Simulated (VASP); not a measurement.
# WC in VASP: notebook

WC is run at these levels: PBE; tasks: single point.

All numbers are computed with VASP 6.6.1; they aren't measurements. Logs are shortened: lines on timing, memory, paths and dates and some standing lists are left out, and cuts for length are marked.

**1. The cell of the first run**

The structure is cubic, space group Fm-3m (No. 225). Conventional cell: a = 4.385 Å, b = 4.385 Å, c = 4.385 Å, α = 90.00°, β = 90.00°, γ = 90.00°. W (site symmetry m-3m) has 6 C at 2.19 Å within 2.9 Å. C (site symmetry m-3m) has 6 W at 2.19 Å within 2.9 Å.

**2. Single point, PBE**

File INCAR:

```
SYSTEM = WC
ALGO = Normal ; EDIFF = 1E-6
ENCUT = 520 ; GGA = PE
ISIF = 2 ; ISMEAR = -1
LASPH = .True. ; LCHARG = .True.
LELF = .True. ; LREAL = .False.
LVHAR = .True. ; LWAVE = .False.
NBANDS = 16 ; NELM = 100
PREC = Accurate ; SIGMA = 0.1
```

File KPOINTS:

```
k-points
0
Gamma
  14 14 14
  0 0 0
```

File POSCAR:

```
WC
1.0
    0.0000000000      2.1926840000      2.1926840000
    2.1926840000      0.0000000000      2.1926840000
    2.1926840000      2.1926840000      0.0000000000
W C
1 1
Direct
    0.0000000000      0.0000000000      0.0000000000
    0.5000000000      0.5000000000      0.5000000000
```

Potentials or basis: VASP PAW PBE potentials, release 64 (W_sv, C).

On the command line:

```console
> cat potpaw_PBE.64/W_sv/POTCAR potpaw_PBE.64/C/POTCAR > POTCAR
> mpirun -np 1 vasp_std > vasp.out
```

OUTCAR:

```text
SYSTEM = WC
   EDIFF = 1E-6
   ENCUT = 520
   GGA = PE
   ISIF = 2
   ISMEAR = -1
   LASPH = .True.
   LREAL = .False.
   NELM = 100
   PREC = Accurate

 ion  position               nearest neighbor table
   1  0.000  0.000  0.000-   2 2.19   2 2.19   2 2.19   2 2.19   2 2.19   2 2.19
   2  0.500  0.500  0.500-   1 2.19   1 2.19   1 2.19   1 2.19   1 2.19   1 2.19

  LATTYP: Found a face centered cubic cell.
 ALAT       =     4.3853680000

  Lattice vectors:

 A1 = (   0.0000000000,   2.1926840000,   2.1926840000)
 A2 = (   2.1926840000,   0.0000000000,   2.1926840000)
 A3 = (   2.1926840000,   2.1926840000,   0.0000000000)

Analysis of symmetry for initial positions (statically):
=====================================================================
 Subroutine PRICEL returns:
 Original cell was already a primitive cell.

 Routine SETGRP: Setting up the symmetry group for a
 face centered cubic supercell.

 Subroutine GETGRP returns: Found 48 space group operations
 (whereof 48 operations were pure point group operations)
 out of a pool of 48 trial point group operations.

The static configuration has the point symmetry O_h .

Analysis of symmetry for dynamics (positions and initial velocities):
=====================================================================
 Subroutine PRICEL returns:
 Original cell was already a primitive cell.

 Routine SETGRP: Setting up the symmetry group for a
 face centered cubic supercell.

 Subroutine GETGRP returns: Found 48 space group operations
 (whereof 48 operations were pure point group operations)
 out of a pool of 48 trial point group operations.

The dynamic configuration has the point symmetry O_h .

 Subroutine INISYM returns: Found 48 space group operations
 (whereof 48 operations are pure point group operations),
 and found     1 'primitive' translations

----------------------------------------------------------------------------------------

                                     Primitive cell

  volume of cell :      21.0842

  direct lattice vectors                    reciprocal lattice vectors
     0.000000000  2.192684000  2.192684000    -0.228031034  0.228031034  0.228031034
     2.192684000  0.000000000  2.192684000     0.228031034 -0.228031034  0.228031034
     2.192684000  2.192684000  0.000000000     0.228031034  0.228031034 -0.228031034

  length of vectors
     3.100923451  3.100923451  3.100923451     0.394961337  0.394961337  0.394961337

  position of ions in fractional coordinates (direct lattice)
     0.000000000  0.000000000  0.000000000
     0.500000000  0.500000000  0.500000000

  ion indices of the primitive-cell ions
   primitive index   ion index
                 1           1
                 2           2

----------------------------------------------------------------------------------------

 KPOINTS: k-points

Automatic generation of k-mesh.
 Grid dimensions read from file:
 generate k-points for:   14   14   14

 Generating k-lattice:

  Cartesian coordinates                     Fractional coordinates (reciprocal lattice)
    -0.016287931  0.016287931  0.016287931     0.071428571  0.000000000  0.000000000
     0.016287931 -0.016287931  0.016287931     0.000000000  0.071428571  0.000000000
     0.016287931  0.016287931 -0.016287931     0.000000000  0.000000000  0.071428571

  Length of vectors
     0.028211524  0.028211524  0.028211524

  Shift w.r.t. Gamma in fractional coordinates (k-lattice)
     0.000000000  0.000000000  0.000000000

 Subroutine IBZKPT returns following result:
 ===========================================

 Found    104 irreducible k-points:

 Following reciprocal coordinates:
            Coordinates               Weight
  0.000000  0.000000  0.000000      1.000000
  0.071429  0.000000  0.000000      8.000000
  0.142857  0.000000  0.000000      8.000000
  0.214286  0.000000  0.000000      8.000000
  0.285714  0.000000  0.000000      8.000000
  0.357143  0.000000  0.000000      8.000000
[... 16 lines left out ...]
  0.214286  0.142857  0.000000     24.000000
  0.285714  0.142857  0.000000     24.000000
 [... further k-points ...]
   k-points           NKPTS =    104   k-points in BZ     NKDIM =    104   number of bands    NBANDS=     16
   number of dos      NEDOS =    301   number of ions     NIONS =      2
   total plane-waves  NPLWV =  13824
   dimension x,y,z NGX =    24 NGY =   24 NGZ =   24
   dimension x,y,z NGXF=    48 NGYF=   48 NGZF=   48
   ions per type =               1   1
   NGX,Y,Z   is equivalent  to a cutoff of  12.87, 12.87, 12.87 a.u.
   NGXF,Y,Z  is equivalent  to a cutoff of  25.73, 25.73, 25.73 a.u.
 SYSTEM =  WC
   PREC   = accura    normal or accurate (medium, high low for compatibility)
   ISTART =      0    job   : 0-new  1-cont  2-samecut
   ICHARG =      2    charge: 1-file 2-atom 10-const
   ISPIN  =      1    spin polarized calculation?
   LNONCOLLINEAR =      F non collinear calculations
   LSORBIT =      F    spin-orbit coupling
   LASPH  =      T    aspherical Exc in radial PAW
   ENCUT  =  520.0 eV  38.22 Ry    6.18 a.u.   5.77  5.77  5.77*2*pi/ulx,y,z
   NELM   =    100;   NELMIN=  2; NELMDL= -5     # of ELM steps
   EDIFF  = 0.1E-05   stopping-criterion for ELM
   LREAL  =      F    real-space projection
   EDIFFG = 0.1E-04   stopping-criterion for IOM
   NSW    =      0    number of steps for IOM
   IBRION =     -1    ionic relax: 0-MD 1-quasi-New 2-CG
   NFREE  =      0    steps in history (QN), initial steepest desc. (CG)
   ISIF   =      2    stress and relaxation
   ISYM   =      2    0-nonsym 1-usesym 2-fastsym
   POTIM  = 0.5000    time-step for ionic-motion
   TEBEG  =    0.0;   TEEND  =   0.0 temperature during run
   PSTRESS=    0.0 pullay stress
   NELECT =      18.0000    total number of electrons
   NUPDOWN=      -1.0000    fix difference up-down
   EMIN   =  10.00;   EMAX   =-10.00  energy-range for DOS
   EFERMI =   0.00;   METHOD = LEGACY
   ISMEAR =    -1;   SIGMA  =   0.10  broadening in eV -4-tet -1-fermi 0-gaus
   EFERMI_NEDOS =   21; number of points for ismear=-14 and -15
   IALGO  =     38    algorithm
   IMIX   =      4    mixing-type and parameters
     AMIX     =   0.40;   BMIX     =  1.00
     AMIX_MAG =   1.60;   BMIX_MAG =  1.00
  volume/ion in A,a.u.               =      10.54        71.14
  Fermi-wavevector in a.u.,A,eV,Ry     =   1.553029  2.934800 32.815887  2.411900
  Thomas-Fermi vector in A             =   2.657319
   LORBIT       =      0    0 simple, 1 ext, 2 COOP (PROOUT), +10 PAW based schemes
   GGA     = PE    functional components
   LHFCALC =     F    Hartree Fock is set to
   AEXX    =    0.0000 exact exchange contribution
   IVDW    =     0    specifies the selected vdW correction
   LEPSILON=     F    determine dielectric tensor
   LRPA    =     F    only Hartree local field effects (RPA)
 non-spin polarized calculation
  energy-cutoff  :      520.00
  volume of cell :       21.08
 maximum number of plane-waves:       588
   NGX = 11   NGY = 11   NGZ = 11

 number of electron      18.0000001 magnetization

 Free energy of the ion-electron system (eV)
  ---------------------------------------------------
  ext. energy  EPLUGINS =         0.00000000
  ---------------------------------------------------
  free energy    TOTEN  =       -21.56945064 eV

  energy without entropy =      -21.53425211  energy(sigma->0) =      -21.55185137

 E-fermi :  12.3811     XC(G=0): -13.7151

 val. band max:       12.3794853894   @ k =  -0.1429   0.0714   0.0000
 cond. band min:      12.3917937619   @ k =  -0.2857   0.2857   0.0714
 fundamental gap:      0.0123083726
 Fermi energy:        12.3811056229

 k-point     1 :       0.0000    0.0000    0.0000
  band No.  band energies     occupation
      1     -63.0400      2.00000
      2     -27.0335      2.00000
      3     -27.0335      2.00000
      4     -27.0335      2.00000
      5      -3.4018      2.00000
      6       9.6573      2.00000
[... 8 lines left out ...]
     15      22.0838      0.00000
     16      35.5819      0.00000

 k-point     2 :       0.0714    0.0000    0.0000
  band No.  band energies     occupation
      1     -63.0382      2.00000
      2     -27.0637      2.00000
      3     -27.0367      2.00000
      4     -27.0367      2.00000
      5      -3.2586      2.00000
      6       9.1388      2.00000
[... 8 lines left out ...]
     15      22.4216      0.00000
     16      33.9778      0.00000

 k-point     3 :       0.1429    0.0000    0.0000
  band No.  band energies     occupation
      1     -63.0332      2.00000
      2     -27.1477      2.00000
      3     -27.0458      2.00000
      4     -27.0458      2.00000
      5      -2.8420      2.00000
      6       8.0620      2.00000
[... 8 lines left out ...]
     15      23.3138      0.00000
     16      31.5832      0.00000

 k-point     4 :       0.2143    0.0000    0.0000
  band No.  band energies     occupation
      1     -63.0258      2.00000
      2     -27.2671      2.00000
      3     -27.0589      2.00000
      4     -27.0589      2.00000
      5      -2.1881      2.00000
      6       6.8248      2.00000
[... 8 lines left out ...]
     15      24.3063      0.00000
     16      29.9055      0.00000

 k-point     5 :       0.2857    0.0000    0.0000
  band No.  band energies     occupation
      1     -63.0176      2.00000
      2     -27.3969      2.00000
      3     -27.0733      2.00000
      4     -27.0733      2.00000
      5      -1.3516      2.00000
      6       5.5720      2.00000
[... 8 lines left out ...]
     15      24.8293      0.00000
     16      28.3286      0.00000

 k-point     6 :       0.3571    0.0000    0.0000
  band No.  band energies     occupation
      1     -63.0102      2.00000
      2     -27.5115      2.00000
      3     -27.0863      2.00000
      4     -27.0863      2.00000
      5      -0.3990      2.00000
      6       4.3665      2.00000
[... 8 lines left out ...]
     15      25.4140      0.00000
     16      26.3152      0.00000

 k-point     7 :       0.4286    0.0000    0.0000
  band No.  band energies     occupation
      1     -63.0052      2.00000
      2     -27.5897      2.00000
      3     -27.0953      2.00000
      4     -27.0953      2.00000
      5       0.5767      2.00000
      6       3.2642      2.00000
[... 8 lines left out ...]
     15      24.8069      0.00000
     16      24.8069      0.00000

 k-point     8 :       0.5000    0.0000    0.0000
  band No.  band energies     occupation
      1     -63.0033      2.00000
      2     -27.6173      2.00000
      3     -27.0984      2.00000
      4     -27.0984      2.00000
      5       1.1897      2.00000
      6       2.6139      2.00000
[... 8 lines left out ...]
     15      24.1831      0.00000
     16      24.1831      0.00000

 k-point     9 :       0.0714    0.0714    0.0000
  band No.  band energies     occupation
      1     -63.0376      2.00000
      2     -27.0617      2.00000
      3     -27.0438      2.00000
      4     -27.0438      2.00000
      5      -3.2128      2.00000
      6       9.1915      2.00000
[... 8 lines left out ...]
     15      22.5349      0.00000
     16      33.8724      0.00000
[... 172 lines left out ...]
 k-point    19 :      -0.2143    0.0714    0.0000
  band No.  band energies     occupation
      1     -63.0219      2.00000
      2     -27.3132      2.00000
      3     -27.0933      2.00000
      4     -27.0554      2.00000
      5      -1.8321      2.00000
      6       6.2605      2.00000
[... 8 lines left out ...]
     15      24.6994      0.00000
     16      28.0197      0.00000

 k-point    20 :      -0.1429    0.0714    0.0000
  band No.  band energies     occupation
      1     -63.0295      2.00000
      2     -27.1944      2.00000
      3     -27.0747      2.00000
      4     -27.0431      2.00000
      5      -2.5361      2.00000
      6       7.4908      2.00000
[... 8 lines left out ...]
     15      23.9047      0.00000
     16      29.8001      0.00000

 k-point    21 :      -0.0714    0.0714    0.0000
  band No.  band energies     occupation
      1     -63.0353      2.00000
      2     -27.1047      2.00000
      3     -27.0545      2.00000
      4     -27.0365      2.00000
      5      -3.0261      2.00000
      6       8.6534      2.00000
[... 8 lines left out ...]
     15      22.9482      0.00000
     16      32.1896      0.00000

 k-point    22 :       0.1429    0.1429    0.0000
  band No.  band energies     occupation
      1     -63.0308      2.00000
      2     -27.1394      2.00000
      3     -27.0729      2.00000
      4     -27.0729      2.00000
      5      -2.6887      2.00000
      6       7.2682      2.00000
[... 8 lines left out ...]
     15      23.7698      0.00000
     16      31.5093      0.00000

 k-point    23 :       0.2143    0.1429    0.0000
  band No.  band energies     occupation
      1     -63.0253      2.00000
      2     -27.2165      2.00000
      3     -27.0919      2.00000
      4     -27.0855      2.00000
      5      -2.2520      2.00000
      6       6.4223      2.00000
[... 8 lines left out ...]
     15      24.6764      0.00000
     16      29.3268      0.00000

 k-point    24 :       0.2857    0.1429    0.0000
  band No.  band energies     occupation
      1     -63.0181      2.00000
      2     -27.3235      2.00000
      3     -27.1096      2.00000
      4     -27.1001      2.00000
      5      -1.6297      2.00000
      6       5.6242      2.00000
[... 8 lines left out ...]
     15      25.2290      0.00000
     16      27.5647      0.00000

 [... further k-points ...]

------------------------ aborting loop because EDIFF is reached ----------------------------------------

  FORCE on cell =-STRESS in cart. coord.  units (eV):
  Direction    XX          YY          ZZ          XY          YZ          ZX
  --------------------------------------------------------------------------------------
  -------------------------------------------------------------------------------------
  Total       -0.0354339     -0.0354339     -0.0354339      0.0000000      0.0000000      0.0000000
  in kB       -2.6925969     -2.6925969     -2.6925969      0.0000000      0.0000000      0.0000000
  external PRESSURE =      -2.6925969 kB  Pullay stress =       0.0000000 kB

 VOLUME and BASIS-vectors are now :
 -----------------------------------------------------------------------------
  energy-cutoff  :      520.00
  volume of cell :       21.08
      direct lattice vectors                 reciprocal lattice vectors
     0.000000000  2.192684000  2.192684000    -0.228031034  0.228031034  0.228031034
     2.192684000  0.000000000  2.192684000     0.228031034 -0.228031034  0.228031034
     2.192684000  2.192684000  0.000000000     0.228031034  0.228031034 -0.228031034

 POSITION                                       TOTAL-FORCE (eV/Angst)
 -----------------------------------------------------------------------------------
      0.00000      0.00000      0.00000         0.000000     -0.000000      0.000000
      2.19268      2.19268      2.19268         0.000000      0.000000     -0.000000
 -----------------------------------------------------------------------------------
    total drift:                                0.000000     -0.000000     -0.000000

  FREE ENERGIE OF THE ION-ELECTRON SYSTEM (eV)
  ---------------------------------------------------
  free  energy   TOTEN  =       -21.5694506389 eV

  energy  without entropy=      -21.5342521106  energy(sigma->0) =      -21.55185137
```

Wall time 42 s (1 thread of Intel Xeon 8259CL, shared host); peak memory 0.17 GiB.

Results:

- Free energy: -21.5695 eV
- Pressure: -0.3 GPa
- Band gap on the k mesh: zero (bands 9 and 10 overlap by 3.11 eV)

Caveat: spin-orbit coupling is left out, which moves the levels of the heavy elements.

**3. Single point, PBE**

File INCAR:

```
PREC = Accurate
ENCUT = 520
EDIFF = 1E-6
ISMEAR = -1
SIGMA = 0.1
LREAL = False
LASPH = True
NELM = 100
ALGO = Normal
ISIF = 2
LWAVE = False
LCHARG = True
GGA = PE
LELF = True
LVHAR = True
NBANDS = 16
```

File KPOINTS:

```
Automatic mesh
0
Gamma
  14 14 14
```

File POSCAR:

```
WC
1.0
   -0.0109634200      2.1926840000      2.1926840000
    2.1926840000     -0.0109634200      2.1926840000
    2.1817205800      2.1817205800      0.0000000000
W C
1 1
Direct
    0.0000000000      0.0000000000      0.0000000000
    0.5000000000      0.5000000000      0.5000000000
```

Potentials or basis: VASP PAW PBE potentials, release 64 (W_sv, C).

On the command line:

```console
> cat potpaw_PBE.64/W_sv/POTCAR potpaw_PBE.64/C/POTCAR > POTCAR
> mpirun -np 1 vasp_std > vasp.out
```

Wall time 2.2 min (1 thread of Intel Xeon 8259CL, shared host); peak memory 0.26 GiB.

The run converged. Its results:

- Free energy: -21.5688 eV
- Pressure: -0.3 GPa
- Band gap on the k mesh: zero (bands 9 and 10 overlap by 3.09 eV)

Stress tensor (GPa, compression positive):
```
-0.26  0.98  0.00
 0.98 -0.26  0.00
 0.00  0.00 -0.26
```

Levels at points of the mesh, in eV from the Fermi level:
| k point | band 6 | band 7 | band 8 | band 9 | band 10 | band 11 | band 12 | band 13 |
| --- | --- | --- | --- | --- | --- | --- | --- | --- |
| (0.00, 0.00, 0.00) | -2.79 | -2.73 | -2.65 | -1.09 | -1.04 | -1.00 | -0.94 | -0.94 |
| (0.50, 0.00, 0.00) | -9.78 | -6.57 | -6.48 | 0.99 | 1.09 | 2.33 | 4.98 | 8.74 |
| (0.50, 0.50, 0.00) | -5.74 | -5.57 | -2.54 | -2.42 | 0.87 | 2.29 | 2.29 | 5.46 |
| (0.00, 0.00, 0.50) | -9.76 | -6.63 | -6.54 | 1.04 | 1.13 | 2.39 | 4.91 | 8.81 |
| (0.50, 0.00, 0.50) | -5.74 | -5.57 | -2.48 | -2.48 | 0.87 | 2.29 | 2.29 | 5.46 |

Caveat: spin-orbit coupling is left out, which moves the levels of the heavy elements.

**4. Single point, PBE**

File INCAR:

```
SYSTEM = WC
ALGO = Normal ; EDIFF = 1E-6
ENCUT = 520 ; GGA = PE
ISIF = 2 ; ISMEAR = -1
LASPH = .True. ; LCHARG = .False.
LREAL = .False. ; LWAVE = .False.
NBANDS = 16 ; NELM = 80
PREC = Accurate ; SIGMA = 0.1
```

File KPOINTS:

```
k-points
0
Gamma
  14 14 14
  0 0 0
```

File POSCAR:

```
WC
1.0
   -0.0054817100      2.1926840000      2.1926840000
    2.1926840000     -0.0054817100      2.1926840000
    2.1872022900      2.1872022900      0.0000000000
W C
1 1
Direct
    0.0000000000      0.0000000000      0.0000000000
    0.5000000000      0.5000000000      0.5000000000
```

On the command line:

```console
> cat potpaw_PBE.64/W_sv/POTCAR potpaw_PBE.64/C/POTCAR > POTCAR
> mpirun -np 1 vasp_std > vasp.out
```

Run time: 2 min. Hardware: 1 thread of Intel Xeon 8259CL, shared host; peak memory 0.26 GiB.

The run converged. Its results:

* Free energy: -21.5693 eV
* Pressure: -0.3 GPa
* Band gap on the k mesh: zero (bands 9 and 10 overlap by 3.10 eV)

Stress tensor (GPa, compression positive):
```
-0.27  0.49  0.00
 0.49 -0.27  0.00
 0.00  0.00 -0.27
```

Levels at points of the mesh, in eV from the Fermi level:
| k point | band 6 | band 7 | band 8 | band 9 | band 10 | band 11 | band 12 | band 13 |
| --- | --- | --- | --- | --- | --- | --- | --- | --- |
| (0.00, 0.00, 0.00) | -2.76 | -2.72 | -2.69 | -1.06 | -1.04 | -1.02 | -0.94 | -0.94 |
| (0.50, 0.00, 0.00) | -9.77 | -6.56 | -6.52 | 1.03 | 1.08 | 2.34 | 4.96 | 8.77 |
| (0.50, 0.50, 0.00) | -5.74 | -5.57 | -2.51 | -2.45 | 0.87 | 2.29 | 2.29 | 5.46 |
| (0.00, 0.00, 0.50) | -9.76 | -6.59 | -6.55 | 1.05 | 1.10 | 2.37 | 4.93 | 8.80 |
| (0.50, 0.00, 0.50) | -5.74 | -5.57 | -2.48 | -2.48 | 0.87 | 2.29 | 2.29 | 5.46 |

Caveat: spin-orbit coupling is left out, which moves the levels of the heavy elements.

(Part 1 of 2 ends here.)
